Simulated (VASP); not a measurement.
# Be3TeSe2 (R-3m) in VASP: notebook

Runs on Be3TeSe2. Level: PBE. Tasks: single point.

Everything below comes from runs of VASP 6.6.1. Logs are shortened: lines on timing, memory, paths and dates and some standing lists are left out, and cuts for length are marked.

### 1 The cell of the first run

It takes space group R-3m (No. 166, trigonal). The conventional cell has a = 4.057 Å, b = 4.057 Å, c = 23.287 Å, α = 90.00°, β = 90.00°, γ = 120.00°. Be (site symmetry 2/m) has 4 Be at 2.03 Å and 4 Se at 2.56 Å within 2.7 Å. Te (site symmetry -3m) has 6 Se at 3.29 Å and 6 Be at 4.05 Å and 6 Te at 4.06 Å within 4.3 Å. Within 3.4 Å of Se (site symmetry 3m) lie 6 Be at 2.56 Å and 1 Se at 3.13 Å and 3 Te at 3.29 Å.

### 2 Single point, PBE

The input, INCAR:

```
  ALGO = Normal
  EDIFF = 1E-6
  ENCUT = 520
  GGA = PE
  ISIF = 2
  ISMEAR = 0
  LASPH = T
  LCHARG = F
  LREAL = F
  LWAVE = F
  NBANDS = 21
  NELM = 100
  PREC = Accurate
  SIGMA = 0.1
```

The input, KPOINTS:

```
k-points
0
Gamma
  6 6 6
```

The input, POSCAR:

```
Be3TeSe2
1.0
    2.0285574384      1.1711881859      7.7622827052
   -2.0285574384      1.1711881859      7.7622827052
    0.0000000000     -2.3423763634      7.7622827064
Be Te Se
3 1 2
Direct
    0.0000000000      0.5000000000      0.5000000000
    0.5000000000      0.0000000000      0.5000000000
    0.5000000000      0.5000000000      0.0000000000
    0.5000000000      0.5000000000      0.5000000000
    0.0672735989      0.0672735989      0.0672735989
    0.9327264011      0.9327264011      0.9327264011
```

Potentials or basis: VASP PAW PBE potentials, release 64 (Be, Te, Se).

The run is started by

```console
> cat potpaw_PBE.64/Be/POTCAR potpaw_PBE.64/Te/POTCAR potpaw_PBE.64/Se/POTCAR > POTCAR
> mpirun -np 1 vasp_std > vasp.out
```

OUTCAR:

```text
EDIFF = 1E-6
   ENCUT = 520
   GGA = PE
   ISIF = 2
   ISMEAR = 0
   LASPH = T
   LREAL = F
   NELM = 100
   PREC = Accurate

 ion  position               nearest neighbor table
   1  0.000  0.500  0.500-   3 2.03   3 2.03   2 2.03   2 2.03   6 2.56   5 2.56   5 2.56   6 2.56

   2  0.500  0.000  0.500-   3 2.03   3 2.03   1 2.03   1 2.03   6 2.56   5 2.56   5 2.56   6 2.56

   3  0.500  0.500  0.000-   1 2.03   2 2.03   2 2.03   1 2.03   5 2.56   6 2.56   5 2.56   6 2.56

   4  0.500  0.500  0.500-
   5  0.067  0.067  0.067-   1 2.56   2 2.56   1 2.56   2 2.56   3 2.56   3 2.56
   6  0.933  0.933  0.933-   1 2.56   2 2.56   2 2.56   1 2.56   3 2.56   3 2.56

  LATTYP: Found a trigonal (rhomboedric) cell.
 ALAT       =     8.1080059104
 COS(alpha) =     0.8748080221

  Lattice vectors:

 A1 = (   2.0285574384,   1.1711881859,   7.7622827052)
 A2 = (  -2.0285574384,   1.1711881859,   7.7622827052)
 A3 = (   0.0000000000,  -2.3423763634,   7.7622827064)

Analysis of symmetry for initial positions (statically):
=====================================================================
 Subroutine PRICEL returns:
 Original cell was already a primitive cell.

 Routine SETGRP: Setting up the symmetry group for a
 trigonal (rhombohedral) supercell.

 Subroutine GETGRP returns: Found 12 space group operations
 (whereof 12 operations were pure point group operations)
 out of a pool of 12 trial point group operations.

The static configuration has the point symmetry D_3d.

Analysis of symmetry for dynamics (positions and initial velocities):
=====================================================================
 Subroutine PRICEL returns:
 Original cell was already a primitive cell.

 Routine SETGRP: Setting up the symmetry group for a
 trigonal (rhombohedral) supercell.

 Subroutine GETGRP returns: Found 12 space group operations
 (whereof 12 operations were pure point group operations)
 out of a pool of 12 trial point group operations.

The dynamic configuration has the point symmetry D_3d.

 Subroutine INISYM returns: Found 12 space group operations
 (whereof 12 operations are pure point group operations),
 and found     1 'primitive' translations

----------------------------------------------------------------------------------------

                                     Primitive cell

  volume of cell :     110.6508

  direct lattice vectors                    reciprocal lattice vectors
     2.028557438  1.171188186  7.762282705     0.246480573  0.142305625  0.042942694
    -2.028557438  1.171188186  7.762282705    -0.246480573  0.142305625  0.042942694
     0.000000000 -2.342376363  7.762282706     0.000000000 -0.284611250  0.042942694

  length of vectors
     8.108005910  8.108005910  8.108005910     0.287832658  0.287832658  0.287832658

  position of ions in fractional coordinates (direct lattice)
     1.000000000  0.500000000  0.500000000
     0.500000000  1.000000000  0.500000000
     0.500000000  0.500000000  0.000000000
     0.500000000  0.500000000  0.500000000
     0.067273599  0.067273599  0.067273599
     0.932726401  0.932726401  0.932726401

  ion indices of the primitive-cell ions
   primitive index   ion index
                 1           1
                 2           2
                 3           3
                 4           4
                 5           5
                 6           6

----------------------------------------------------------------------------------------

 KPOINTS: k-points

Automatic generation of k-mesh.
 Grid dimensions read from file:
 generate k-points for:    6    6    6

 Generating k-lattice:

  Cartesian coordinates                     Fractional coordinates (reciprocal lattice)
     0.041080096  0.023717604  0.007157116     0.166666667 -0.000000000  0.000000000
    -0.041080096  0.023717604  0.007157116    -0.000000000  0.166666667  0.000000000
     0.000000000 -0.047435208  0.007157116     0.000000000  0.000000000  0.166666667

  Length of vectors
     0.047972110  0.047972110  0.047972110

  Shift w.r.t. Gamma in fractional coordinates (k-lattice)
     0.000000000  0.000000000  0.000000000

 Subroutine IBZKPT returns following result:
 ===========================================

 Found     32 irreducible k-points:

 Following reciprocal coordinates:
            Coordinates               Weight
  0.000000  0.000000  0.000000      1.000000
  0.166667  0.000000  0.000000      6.000000
  0.333333  0.000000  0.000000      6.000000
  0.500000  0.000000  0.000000      3.000000
  0.166667  0.166667  0.000000      6.000000
  0.333333  0.166667  0.000000     12.000000
[... 16 lines left out ...]
  0.500000  0.500000  0.166667      6.000000
 -0.333333  0.500000  0.166667     12.000000
 [... further k-points ...]
   k-points           NKPTS =     32   k-points in BZ     NKDIM =     32   number of bands    NBANDS=     21
   number of dos      NEDOS =    301   number of ions     NIONS =      6
   total plane-waves  NPLWV = 216000
   dimension x,y,z NGX =    60 NGY =   60 NGZ =   60
   dimension x,y,z NGXF=   120 NGYF=  120 NGZF=  120
   ions per type =               3   1   2
   NGX,Y,Z   is equivalent  to a cutoff of  12.30, 12.30, 12.30 a.u.
   NGXF,Y,Z  is equivalent  to a cutoff of  24.60, 24.60, 24.60 a.u.
 SYSTEM =  unknown system
   PREC   = accura    normal or accurate (medium, high low for compatibility)
   ISTART =      0    job   : 0-new  1-cont  2-samecut
   ICHARG =      2    charge: 1-file 2-atom 10-const
   ISPIN  =      1    spin polarized calculation?
   LNONCOLLINEAR =      F non collinear calculations
   LSORBIT =      F    spin-orbit coupling
   LASPH  =      T    aspherical Exc in radial PAW
   ENCUT  =  520.0 eV  38.22 Ry    6.18 a.u.  15.08 15.08 15.08*2*pi/ulx,y,z
   NELM   =    100;   NELMIN=  2; NELMDL= -5     # of ELM steps
   EDIFF  = 0.1E-05   stopping-criterion for ELM
   LREAL  =      F    real-space projection
   EDIFFG = 0.1E-04   stopping-criterion for IOM
   NSW    =      0    number of steps for IOM
   IBRION =     -1    ionic relax: 0-MD 1-quasi-New 2-CG
   NFREE  =      0    steps in history (QN), initial steepest desc. (CG)
   ISIF   =      2    stress and relaxation
   ISYM   =      2    0-nonsym 1-usesym 2-fastsym
   POTIM  = 0.5000    time-step for ionic-motion
   TEBEG  =    0.0;   TEEND  =   0.0 temperature during run
   PSTRESS=    0.0 pullay stress
   NELECT =      24.0000    total number of electrons
   NUPDOWN=      -1.0000    fix difference up-down
   EMIN   =  10.00;   EMAX   =-10.00  energy-range for DOS
   EFERMI =   0.00;   METHOD = LEGACY
   ISMEAR =     0;   SIGMA  =   0.10  broadening in eV -4-tet -1-fermi 0-gaus
   EFERMI_NEDOS =   21; number of points for ismear=-14 and -15
   IALGO  =     38    algorithm
   IMIX   =      4    mixing-type and parameters
     AMIX     =   0.40;   BMIX     =  1.00
     AMIX_MAG =   1.60;   BMIX_MAG =  1.00
  volume/ion in A,a.u.               =      18.44       124.45
  Fermi-wavevector in a.u.,A,eV,Ry     =   0.983619  1.858771 13.163729  0.967507
  Thomas-Fermi vector in A             =   2.114791
   LORBIT       =      0    0 simple, 1 ext, 2 COOP (PROOUT), +10 PAW based schemes
   GGA     = PE    functional components
   LHFCALC =     F    Hartree Fock is set to
   AEXX    =    0.0000 exact exchange contribution
   IVDW    =     0    specifies the selected vdW correction
   LEPSILON=     F    determine dielectric tensor
   LRPA    =     F    only Hartree local field effects (RPA)
 non-spin polarized calculation
 Gauss-broadening in eV      SIGMA  =   0.10
  energy-cutoff  :      520.00
  volume of cell :      110.65
 maximum number of plane-waves:      3011
   NGX = 31   NGY = 31   NGZ = 31

 number of electron      24.0000000 magnetization

 Free energy of the ion-electron system (eV)
  ---------------------------------------------------
  ext. energy  EPLUGINS =         0.00000000
  ---------------------------------------------------
  free energy    TOTEN  =       -19.95419790 eV

  energy without entropy =      -19.93535718  energy(sigma->0) =      -19.94477754

 E-fermi :   4.7553     XC(G=0):  -9.5100

 val. band max:        4.7496772200   @ k =  -0.1667   0.1667   0.1667
 cond. band min:       4.7609311351   @ k =  -0.3333   0.3333   0.3333
 fundamental gap:      0.0112539151
 Fermi energy:         4.7552596771

 k-point     1 :       0.0000    0.0000    0.0000
  band No.  band energies     occupation
      1      -9.8789      2.00000
      2      -8.6749      2.00000
      3      -6.1413      2.00000
      4      -0.9243      2.00000
      5       1.0093      2.00000
      6       1.0093      2.00000
[... 13 lines left out ...]
     20       9.6271      0.00000
     21      10.4365      0.00000

 k-point     2 :       0.1667    0.0000    0.0000
  band No.  band energies     occupation
      1      -9.7413      2.00000
      2      -8.5634      2.00000
      3      -5.9929      2.00000
      4      -1.3019      2.00000
      5       0.3798      2.00000
      6       0.9057      2.00000
[... 13 lines left out ...]
     20       9.8388      0.00000
     21      10.7159      0.00000

 k-point     3 :       0.3333    0.0000    0.0000
  band No.  band energies     occupation
      1      -9.4284      2.00000
      2      -8.3191      2.00000
      3      -5.6883      2.00000
      4      -2.0142      2.00000
      5      -0.5947      2.00000
      6       0.0730      2.00000
[... 13 lines left out ...]
     20      11.0696      0.00000
     21      11.6371      0.00000
[... 457 lines left out ...]
 k-point    23 :       0.5000    0.5000    0.1667
  band No.  band energies     occupation
      1      -9.3889      2.00000
      2      -8.4070      2.00000
      3      -5.5941      2.00000
      4      -2.0015      2.00000
      5      -0.8353      2.00000
      6       0.4918      2.00000
[... 13 lines left out ...]
     20      10.4842      0.00000
     21      12.3090      0.00000

 k-point    24 :      -0.3333    0.5000    0.1667
  band No.  band energies     occupation
      1      -9.2373      2.00000
      2      -8.2098      2.00000
      3      -5.5330      2.00000
      4      -2.2212      2.00000
      5      -0.8544      2.00000
      6      -0.3837      2.00000
[... 13 lines left out ...]
     20      11.1251      0.00000
     21      12.4070      0.00000

 [... further k-points ...]
[... 5 lines left out ...]
  --------------------------------------------------------------------------------------
  -------------------------------------------------------------------------------------
  Total       -0.0141550     -0.0141550     -0.0211106      0.0000000     -0.0000000      0.0000000
  in kB       -0.2049590     -0.2049590     -0.3056722      0.0000000     -0.0000000      0.0000000
  external PRESSURE =      -0.2385301 kB  Pullay stress =       0.0000000 kB

 VOLUME and BASIS-vectors are now :
 -----------------------------------------------------------------------------
  energy-cutoff  :      520.00
  volume of cell :      110.65
      direct lattice vectors                 reciprocal lattice vectors
     2.028557438  1.171188186  7.762282705     0.246480573  0.142305625  0.042942694
    -2.028557438  1.171188186  7.762282705    -0.246480573  0.142305625  0.042942694
     0.000000000 -2.342376363  7.762282706     0.000000000 -0.284611250  0.042942694

 POSITION                                       TOTAL-FORCE (eV/Angst)
 -----------------------------------------------------------------------------------
     -1.01428     -0.58559      7.76228        -0.000000      0.000000      0.000000
      1.01428     -0.58559      7.76228        -0.000000      0.000000      0.000000
      0.00000      1.17119      7.76228         0.000000      0.000000      0.000000
      0.00000      0.00000     11.64342         0.000000      0.000000      0.000000
      0.00000      0.00000      1.56659         0.000000      0.000000      0.000663
      0.00000      0.00000     21.72026         0.000000     -0.000000     -0.000663
 -----------------------------------------------------------------------------------
    total drift:                                0.000000      0.000000     -0.000000

  FREE ENERGIE OF THE ION-ELECTRON SYSTEM (eV)
  ---------------------------------------------------
  free  energy   TOTEN  =       -19.9541978981 eV

  energy  without entropy=      -19.9353571776  energy(sigma->0) =      -19.94477754
```

Run time: 3.9 min. Hardware: 1 thread of AMD EPYC 9R14 (Zen 4), shared host; peak memory 0.44 GiB.

Results:

| Quantity | Value |
| --- | --- |
| Free energy | -19.9542 eV |
| Pressure | 0.0 GPa |
| Band gap on the k mesh | zero (band 12 reaches 5.33 eV, above the bottom of band 13 at 4.49 eV) |

Caveat: spin-orbit coupling is left out, which moves the levels of the heavy elements.

### 3 Single point, PBE

The input, INCAR:

```
PREC = Accurate
ENCUT = 520
EDIFF = 1E-6
ISMEAR = 0
SIGMA = 0.1
LREAL = F
LASPH = T
NELM = 60
ALGO = Normal
ISIF = 2
LWAVE = F
LCHARG = T
GGA = PE
LELF = T
LVHAR = T
NBANDS = 21
```

The input, KPOINTS:

```
regular mesh
0
Gamma
  12 12 12
```

The input, POSCAR:

```
Be3TeSe2
1.0
    2.0287143395      1.1712787700      7.7585620661
   -2.0287143395      1.1712787700      7.7585620661
    0.0000000000     -2.3425575401      7.7585620661
Be Te Se
3 1 2
Direct
    0.0000000000      0.5000000000      0.5000000000
    0.5000000000      0.0000000000      0.5000000000
    0.5000000000      0.5000000000      0.0000000000
    0.5000000000      0.5000000000      0.5000000000
    0.0670243644      0.0670243644      0.0670243644
    0.9329756356      0.9329756356      0.9329756356
```

Potentials or basis: VASP PAW PBE potentials, release 64 (Be, Te, Se).

The run is started by

```console
> cat potpaw_PBE.64/Be/POTCAR potpaw_PBE.64/Te/POTCAR potpaw_PBE.64/Se/POTCAR > POTCAR
> mpirun -np 1 vasp_std > vasp.out
```

Run time: 18 min. Hardware: 1 thread of AMD EPYC 9R14 (Zen 4), shared host; peak memory 0.75 GiB.

The run converged. Its results:

| Property | Result |
| --- | --- |
| Free energy | -19.9419 eV |
| Pressure | 0.0 GPa |
| Largest force | 0.008 eV/Å |
| Band gap on the k mesh | zero (band 12 reaches 5.35 eV, above the bottom of band 13 at 4.38 eV) |

Forces on the atoms (eV/Å):
```
Be   0.000  0.000  0.000
Be   0.000  0.000  0.000
Be   0.000  0.000  0.000
Te   0.000  0.000  0.000
Se   0.000  0.000  0.008
Se   0.000  0.000 -0.008
```

Levels at points of the mesh, in eV from the Fermi level:
```csv
k point,band 10,band 11,band 12,band 13,band 14,band 15
"(0.00, 0.00, 0.00)",-1.68,-0.54,-0.38,0.27,0.27,3.69
"(0.50, 0.00, 0.00)",-1.63,-1.60,-0.24,0.20,0.38,2.47
"(0.50, 0.50, 0.00)",-2.44,-2.12,-0.48,0.24,1.79,3.57
"(0.50, 0.50, 0.50)",-1.81,-1.81,0.58,0.58,1.30,2.20
```

Caveat: spin-orbit coupling is left out, which moves the levels of the heavy elements.
